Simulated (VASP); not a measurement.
## Ni3Ge: single point with LDA

Crystal: Ni3Ge.

```
Ni Ge
1.0
     3.34311    0.00000    0.00000
     0.00000    3.34311    0.00000
     0.00000    0.00000    3.34311
Ni Ge
3 1
Direct
  0.50000 0.00000 0.50000
  0.00000 0.50000 0.50000
  0.50000 0.50000 0.00000
  0.00000 0.00000 0.00000
```

```yaml
Program: VASP 6.6.1
Task: single point
Functional: LDA
Potentials_or_basis: VASP PAW LDA potentials, release 64 (Ni, Ge_d)
Cutoff: 520 eV
k_mesh: 12 × 12 × 12
Occupations: gaussian, width 0.15 eV
Spin: collinear spin, ferromagnetic start
Starting_moments: "[0.75, 0.75, 0.75, 0.0] μB"
Fixed_moment: 2.25 μB
Dipole_correction: no
Further_INCAR_settings: ALGO = Normal; EDIFF = 1e-07; NBANDS = 34
```

```yaml
Pressure: 49.0 GPa
Net_moment: 2.25 μB per cell
Site_moments: Ni +0.69; Ge +0.11 μB
Valence_electrons_inside_the_program's_atomic_spheres: Ni 9.82; Ge 12.83
```

Wall time 95 s on 1 thread of Intel(R) Xeon(R) 6975P-C (Granite Rapids), with other jobs on the host, peak memory 0.26 GiB.

Caveat: the cell stands under pressure; the total moment is fixed, so each spin has its own Fermi level and the state may be an excited one.
